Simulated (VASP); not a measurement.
# TiAl3 (pbe) (I4/mmm) in VASP: further runs

TiAl3 (pbe) is run at these levels: PBE; tasks: single point.

Program: VASP 6.6.1. These are calculated values, not measurements. Logs are shortened: lines on timing, memory, paths and dates and some standing lists are left out, and cuts for length are marked.

### 1 The cell of the first run

The structure is tetragonal, space group I4/mmm (No. 139). Conventional cell: a = 3.822 Å, b = 3.822 Å, c = 8.561 Å, α = 90.00°, β = 90.00°, γ = 90.00°. Within 3.6 Å of Ti (site symmetry 4/mmm) lie 12 Al at 2.70 to 2.87 Å. Within 3.6 Å of Al (site symmetry 4/mmm) lie 4 Ti at 2.70 Å and 8 Al at 2.87 Å. Al (site symmetry -4m2) has 8 Al at 2.70 to 2.87 Å and 4 Ti at 2.87 Å within 3.6 Å.

### 2 Single point, PBE

Input file INCAR:

```
  ALGO = Normal
  EDIFF = 1E-6
  ENCUT = 520
  GGA = PE
  ISIF = 2
  ISMEAR = 0
  LASPH = True
  LCHARG = False
  LREAL = False
  LWAVE = False
  NBANDS = 18
  NELM = 60
  PREC = Accurate
  SIGMA = 0.1
```

Input file KPOINTS:

```
k-points
0
Gamma
  6 6 6
```

Input file POSCAR:

```
TiAl3
1.0
   -1.9111067700      1.9111067700      4.2806687900
    1.9111067700     -1.9111067700      4.2806687900
    1.9111067700      1.9111067700     -4.2806687900
Ti Al
1 3
Direct
    0.0000000000      0.0000000000      0.0000000000
    0.5000000000      0.5000000000      0.0000000000
    0.7500000000      0.2500000000      0.5000000000
    0.2500000000      0.7500000000      0.5000000000
```

Potentials or basis: VASP PAW PBE potentials, release 64 (Ti_sv, Al).

The run is started by

```sh
> cat potpaw_PBE.64/Ti_sv/POTCAR potpaw_PBE.64/Al/POTCAR > POTCAR
> mpirun -np 1 vasp_std > vasp.out
```

OUTCAR:

```text
EDIFF = 1E-6
   ENCUT = 520
   GGA = PE
   ISIF = 2
   ISMEAR = 0
   LASPH = True
   LREAL = False
   NELM = 60
   PREC = Accurate

 ion  position               nearest neighbor table
   1  0.000  0.000  0.000-   2 2.70   2 2.70   2 2.70   2 2.70   4 2.87   3 2.87   4 2.87   4 2.87
                             3 2.87   3 2.87   4 2.87   3 2.87
   2  0.500  0.500  0.000-   1 2.70   1 2.70   1 2.70   1 2.70   4 2.87   3 2.87   4 2.87   3 2.87
                             4 2.87   4 2.87   3 2.87   3 2.87
   3  0.750  0.250  0.500-   4 2.70   4 2.70   4 2.70   4 2.70   2 2.87   1 2.87   2 2.87   1 2.87
                             2 2.87   2 2.87   1 2.87   1 2.87
   4  0.250  0.750  0.500-   3 2.70   3 2.70   3 2.70   3 2.70   2 2.87   1 2.87   2 2.87   2 2.87
                             1 2.87   1 2.87   2 2.87   1 2.87

  LATTYP: Found a body centered tetragonal cell.
 ALAT       =     3.8222135400
 C/A-ratio  =     2.2398899199

  Lattice vectors:

 A1 = (  -1.9111067700,   1.9111067700,   4.2806687900)
 A2 = (   1.9111067700,  -1.9111067700,   4.2806687900)
 A3 = (   1.9111067700,   1.9111067700,  -4.2806687900)

Analysis of symmetry for initial positions (statically):
=====================================================================
 Subroutine PRICEL returns:
 Original cell was already a primitive cell.

 Routine SETGRP: Setting up the symmetry group for a
 body centered tetragonal supercell.

 Subroutine GETGRP returns: Found 16 space group operations
 (whereof 16 operations were pure point group operations)
 out of a pool of 16 trial point group operations.

The static configuration has the point symmetry D_4h.

Analysis of symmetry for dynamics (positions and initial velocities):
=====================================================================
 Subroutine PRICEL returns:
 Original cell was already a primitive cell.

 Routine SETGRP: Setting up the symmetry group for a
 body centered tetragonal supercell.

 Subroutine GETGRP returns: Found 16 space group operations
 (whereof 16 operations were pure point group operations)
 out of a pool of 16 trial point group operations.

The dynamic configuration has the point symmetry D_4h.

 Subroutine INISYM returns: Found 16 space group operations
 (whereof 16 operations are pure point group operations),
 and found     1 'primitive' translations

----------------------------------------------------------------------------------------

                                     Primitive cell

  volume of cell :      62.5376

  direct lattice vectors                    reciprocal lattice vectors
    -1.911106770  1.911106770  4.280668790     0.000000000  0.261628501  0.116804178
     1.911106770 -1.911106770  4.280668790     0.261628501  0.000000000  0.116804178
     1.911106770  1.911106770 -4.280668790     0.261628501  0.261628501  0.000000000

  length of vectors
     5.062487873  5.062487873  5.062487873     0.286518217  0.286518217  0.369998575

  position of ions in fractional coordinates (direct lattice)
     0.000000000  0.000000000  0.000000000
     0.500000000  0.500000000  0.000000000
     0.750000000  0.250000000  0.500000000
     0.250000000  0.750000000  0.500000000

  ion indices of the primitive-cell ions
   primitive index   ion index
                 1           1
                 2           2
                 3           3
                 4           4

----------------------------------------------------------------------------------------

 KPOINTS: k-points

Automatic generation of k-mesh.
 Grid dimensions read from file:
 generate k-points for:    6    6    6

 Generating k-lattice:

  Cartesian coordinates                     Fractional coordinates (reciprocal lattice)
     0.000000000  0.043604750  0.019467363     0.166666667 -0.000000000  0.000000000
     0.043604750  0.000000000  0.019467363    -0.000000000  0.166666667  0.000000000
     0.043604750  0.043604750  0.000000000     0.000000000  0.000000000  0.166666667

  Length of vectors
     0.047753036  0.047753036  0.061666429

  Shift w.r.t. Gamma in fractional coordinates (k-lattice)
     0.000000000  0.000000000  0.000000000

 Subroutine IBZKPT returns following result:
 ===========================================

 Found     30 irreducible k-points:

 Following reciprocal coordinates:
            Coordinates               Weight
  0.000000  0.000000  0.000000      1.000000
  0.166667  0.000000  0.000000      8.000000
  0.333333 -0.000000  0.000000      8.000000
  0.500000 -0.000000  0.000000      4.000000
  0.166667  0.166667 -0.000000      8.000000
  0.333333  0.166667  0.000000     16.000000
[... 16 lines left out ...]
 -0.333333 -0.333333  0.166667      8.000000
 -0.166667 -0.333333  0.166667      8.000000
 [... further k-points ...]
   k-points           NKPTS =     30   k-points in BZ     NKDIM =     30   number of bands    NBANDS=     18
   number of dos      NEDOS =    301   number of ions     NIONS =      4
   total plane-waves  NPLWV =  64000
   dimension x,y,z NGX =    40 NGY =   40 NGZ =   40
   dimension x,y,z NGXF=    80 NGYF=   80 NGZF=   80
   ions per type =               1   3
   NGX,Y,Z   is equivalent  to a cutoff of  13.14, 13.14, 13.14 a.u.
   NGXF,Y,Z  is equivalent  to a cutoff of  26.27, 26.27, 26.27 a.u.
 SYSTEM =  unknown system
   PREC   = accura    normal or accurate (medium, high low for compatibility)
   ISTART =      0    job   : 0-new  1-cont  2-samecut
   ICHARG =      2    charge: 1-file 2-atom 10-const
   ISPIN  =      1    spin polarized calculation?
   LNONCOLLINEAR =      F non collinear calculations
   LSORBIT =      F    spin-orbit coupling
   LASPH  =      T    aspherical Exc in radial PAW
   ENCUT  =  520.0 eV  38.22 Ry    6.18 a.u.   9.41  9.41  9.41*2*pi/ulx,y,z
   NELM   =     60;   NELMIN=  2; NELMDL= -5     # of ELM steps
   EDIFF  = 0.1E-05   stopping-criterion for ELM
   LREAL  =      F    real-space projection
   EDIFFG = 0.1E-04   stopping-criterion for IOM
   NSW    =      0    number of steps for IOM
   IBRION =     -1    ionic relax: 0-MD 1-quasi-New 2-CG
   NFREE  =      0    steps in history (QN), initial steepest desc. (CG)
   ISIF   =      2    stress and relaxation
   ISYM   =      2    0-nonsym 1-usesym 2-fastsym
   POTIM  = 0.5000    time-step for ionic-motion
   TEBEG  =    0.0;   TEEND  =   0.0 temperature during run
   PSTRESS=    0.0 pullay stress
   NELECT =      21.0000    total number of electrons
   NUPDOWN=      -1.0000    fix difference up-down
   EMIN   =  10.00;   EMAX   =-10.00  energy-range for DOS
   EFERMI =   0.00;   METHOD = LEGACY
   ISMEAR =     0;   SIGMA  =   0.10  broadening in eV -4-tet -1-fermi 0-gaus
   EFERMI_NEDOS =   21; number of points for ismear=-14 and -15
   IALGO  =     38    algorithm
   IMIX   =      4    mixing-type and parameters
     AMIX     =   0.40;   BMIX     =  1.00
     AMIX_MAG =   1.60;   BMIX_MAG =  1.00
  volume/ion in A,a.u.               =      15.63       105.51
  Fermi-wavevector in a.u.,A,eV,Ry     =   1.137891  2.150303 17.616776  1.294796
  Thomas-Fermi vector in A             =   2.274596
   LORBIT       =      0    0 simple, 1 ext, 2 COOP (PROOUT), +10 PAW based schemes
   GGA     = PE    functional components
   LHFCALC =     F    Hartree Fock is set to
   AEXX    =    0.0000 exact exchange contribution
   IVDW    =     0    specifies the selected vdW correction
   LEPSILON=     F    determine dielectric tensor
   LRPA    =     F    only Hartree local field effects (RPA)
 non-spin polarized calculation
 Gauss-broadening in eV      SIGMA  =   0.10
  energy-cutoff  :      520.00
  volume of cell :       62.54
 maximum number of plane-waves:      1697
 NGX is ok and might be reduce to    40
   NGX = 19   NGY = 19   NGZ = 19

 number of electron      20.9999999 magnetization

 Free energy of the ion-electron system (eV)
  ---------------------------------------------------
  ext. energy  EPLUGINS =         0.00000000
  ---------------------------------------------------
  free energy    TOTEN  =       -20.66236943 eV

  energy without entropy =      -20.65584579  energy(sigma->0) =      -20.65910761

 E-fermi :   8.3743     XC(G=0): -10.7946

 val. band max:        8.3563877862   @ k =   0.3333  -0.0000   0.0000
 cond. band min:       8.4227815847   @ k =  -0.3333  -0.3333   0.1667
 fundamental gap:      0.0663937985
 Fermi energy:         8.3743379012

 k-point     1 :       0.0000    0.0000    0.0000
  band No.  band energies     occupation
      1     -48.0933      2.00000
      2     -24.4154      2.00000
      3     -24.4154      2.00000
      4     -24.3202      2.00000
      5      -1.7634      2.00000
      6       5.4978      2.00000
[... 10 lines left out ...]
     17      12.1937      0.00000
     18      12.1937      0.00000

 k-point     2 :       0.1667    0.0000    0.0000
  band No.  band energies     occupation
      1     -48.0930      2.00000
      2     -24.4224      2.00000
      3     -24.4149      2.00000
      4     -24.3198      2.00000
      5      -1.4173      2.00000
      6       4.6622      2.00000
[... 10 lines left out ...]
     17      12.3695      0.00000
     18      13.7310      0.00000

 k-point     3 :       0.3333   -0.0000    0.0000
  band No.  band energies     occupation
      1     -48.0923      2.00000
      2     -24.4364      2.00000
      3     -24.4140      2.00000
      4     -24.3192      2.00000
      5      -0.4082      2.00000
      6       3.1647      2.00000
[... 10 lines left out ...]
     17      13.2532      0.00000
     18      13.8107      0.00000

 k-point     4 :       0.5000   -0.0000    0.0000
  band No.  band energies     occupation
      1     -48.0919      2.00000
      2     -24.4434      2.00000
      3     -24.4135      2.00000
      4     -24.3189      2.00000
      5       1.0105      2.00000
      6       1.3771      2.00000
[... 375 lines left out ...]
      4     -24.3199      2.00000
      5       0.2026      2.00000
      6       2.4219      2.00000
[... 10 lines left out ...]
     17      13.2987      0.00000
     18      14.7300      0.00000

 k-point    23 :      -0.3333   -0.3333    0.1667
  band No.  band energies     occupation
      1     -48.0926      2.00000
      2     -24.4222      2.00000
      3     -24.4216      2.00000
      4     -24.3208      2.00000
      5      -0.3324      2.00000
      6       2.3396      2.00000
[... 10 lines left out ...]
     17      14.1199      0.00000
     18      14.3827      0.00000

 k-point    24 :      -0.1667   -0.3333    0.1667
  band No.  band energies     occupation
      1     -48.0929      2.00000
      2     -24.4225      2.00000
      3     -24.4150      2.00000
      4     -24.3210      2.00000
      5      -0.9750      2.00000
      6       2.9145      2.00000
[... 10 lines left out ...]
     17      13.4447      0.00000
     18      13.7439      0.00000

 [... further k-points ...]

------------------------ aborting loop because EDIFF is reached ----------------------------------------

  FORCE on cell =-STRESS in cart. coord.  units (eV):
  Direction    XX          YY          ZZ          XY          YZ          ZX
  --------------------------------------------------------------------------------------
  -------------------------------------------------------------------------------------
  Total        0.7516542      0.7516542      0.8332616      0.0000000      0.0000000      0.0000000
  in kB       19.2569343     19.2569343     21.3476682      0.0000000      0.0000000      0.0000000
  external PRESSURE =      19.9538456 kB  Pullay stress =       0.0000000 kB

 VOLUME and BASIS-vectors are now :
 -----------------------------------------------------------------------------
  energy-cutoff  :      520.00
  volume of cell :       62.54
      direct lattice vectors                 reciprocal lattice vectors
    -1.911106770  1.911106770  4.280668790     0.000000000  0.261628501  0.116804178
     1.911106770 -1.911106770  4.280668790     0.261628501  0.000000000  0.116804178
     1.911106770  1.911106770 -4.280668790     0.261628501  0.261628501  0.000000000

 POSITION                                       TOTAL-FORCE (eV/Angst)
 -----------------------------------------------------------------------------------
      0.00000      0.00000      0.00000         0.000000      0.000000      0.000000
      0.00000      0.00000      4.28067         0.000000      0.000000      0.000000
      0.00000      1.91111      2.14033         0.000000     -0.000000     -0.000000
      1.91111      0.00000      2.14033        -0.000000      0.000000      0.000000
 -----------------------------------------------------------------------------------
    total drift:                               -0.000000     -0.000000     -0.000000

  FREE ENERGIE OF THE ION-ELECTRON SYSTEM (eV)
  ---------------------------------------------------
  free  energy   TOTEN  =       -20.6623694344 eV

  energy  without entropy=      -20.6558457866  energy(sigma->0) =      -20.65910761
```

Wall time 44 s (1 thread of AMD EPYC 7R43 (Zen 3), shared host); peak memory 0.21 GiB.

Results:

| Quantity | Value |
| --- | --- |
| Free energy | -20.6624 eV |
| Pressure | 2.0 GPa |

Levels at points of the mesh, in eV from the Fermi level:
```tsv
k point	band 7	band 8	band 9	band 10	band 11	band 12	band 13	band 14	band 15	band 16
(0.00, 0.00, 0.00)	-2.65	-1.43	-1.24	-1.24	0.81	1.73	1.73	2.24	2.47	3.81
(0.50, 0.00, 0.00)	-3.64	-2.97	-1.08	-0.27	0.50	1.80	2.09	2.72	3.16	4.49
(0.50, 0.50, 0.00)	-4.39	-3.78	-2.73	-2.22	-1.00	1.77	1.94	2.69	2.83	3.20
(0.50, 0.50, 0.50)	-2.02	-0.94	-0.94	-0.24	0.70	0.70	0.93	3.07	4.76	6.11
```

Caveat: the k points lie up to 0.39 Å⁻¹ apart.

### 3 Single point, PBE

This run uses another cell than the first one, of 15.93 Å³/atom, 1.019 times its volume.

Input file INCAR:

```
SYSTEM = TiAl3
PREC = Accurate ; ENCUT = 520
EDIFF = 1E-6 ; ISMEAR = 0
SIGMA = 0.1 ; LREAL = .False.
LASPH = .True. ; NELM = 80
ALGO = Fast ; ISIF = 2
LWAVE = .False. ; LCHARG = .False.
GGA = PE ; NBANDS = 18
```

Input file KPOINTS:

```
regular mesh
0
Gamma
  16 16 16
  0 0 0
```

Input file POSCAR:

```
TiAl3
1.0
   -1.9224997561      1.9224997561      4.3105914745
    1.9224997561     -1.9224997561      4.3105914745
    1.9224997561      1.9224997561     -4.3105914745
Ti Al
1 3
Direct
    0.0000000000      0.0000000000      0.0000000000
    0.5000000000      0.5000000000      0.0000000000
    0.7500000000      0.2500000000      0.5000000000
    0.2500000000      0.7500000000      0.5000000000
```

Potentials or basis: VASP PAW PBE potentials, release 64 (Ti_sv, Al).

The run is started by

```sh
> cat potpaw_PBE.64/Ti_sv/POTCAR potpaw_PBE.64/Al/POTCAR > POTCAR
> mpirun -np 1 vasp_std > vasp.out
```

Wall time 22 min (1 thread of AMD EPYC 7R43 (Zen 3), shared host); peak memory 0.51 GiB.

It converged, with:

```
Free energy : -20.6655 eV
Pressure    : 0.0 GPa
```

Levels at points of the mesh, in eV from the Fermi level:
```csv
k point,band 9,band 10,band 11,band 12,band 13,band 14
"(0.00, 0.00, 0.00)",-1.21,-1.21,0.82,1.71,1.71,2.23
"(0.50, 0.00, 0.00)",-1.05,-0.26,0.50,1.77,2.06,2.67
"(0.50, 0.50, 0.00)",-2.70,-2.20,-0.98,1.73,1.91,2.66
"(0.50, 0.50, 0.50)",-0.93,-0.23,0.70,0.70,0.93,3.04
```
